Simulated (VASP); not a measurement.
Here is a VASP 6.6.1 calculation.

The input INCAR:

```
ALGO = Normal
EDIFF = 1E-7
ENCUT = 520
GGA = PS
ISIF = 2
ISMEAR = -1
IVDW = 12
LASPH = T
LCHARG = F
LREAL = F
LWAVE = F
NBANDS = 16
NELM = 80
PREC = Accurate
SIGMA = 0.05
```

KPOINTS

```
k-points
0
Gamma
  9 9 9
```

The input POSCAR:

```
AlRu
1.0
    2.9490222413      0.0000000000      0.0000000000
    0.0000000000      2.9490222413      0.0000000000
    0.0000000000      0.0000000000      2.9490222413
Ru Al
1 1
Direct
    0.5000000000      0.5000000000      0.5000000000
    0.0000000000      0.0000000000      0.0000000000
```

Potentials or basis: VASP PAW PBE potentials, release 64 (Ru_pv, Al).

The run is started by

```sh
$ cat potpaw_PBE.64/Ru_pv/POTCAR potpaw_PBE.64/Al/POTCAR > POTCAR
$ mpirun -np 1 vasp_std > vasp.out
```

Q: What does it give for the pressure?

A: 0.1 GPa.

Q: Predict the dispersion energy per atom.

A: -0.509 eV.

Caveat: the PAW data sets were made with another functional, which shifts forces and pressure a little; pairwise dispersion overbinds metals, which lowers pressure and volume.
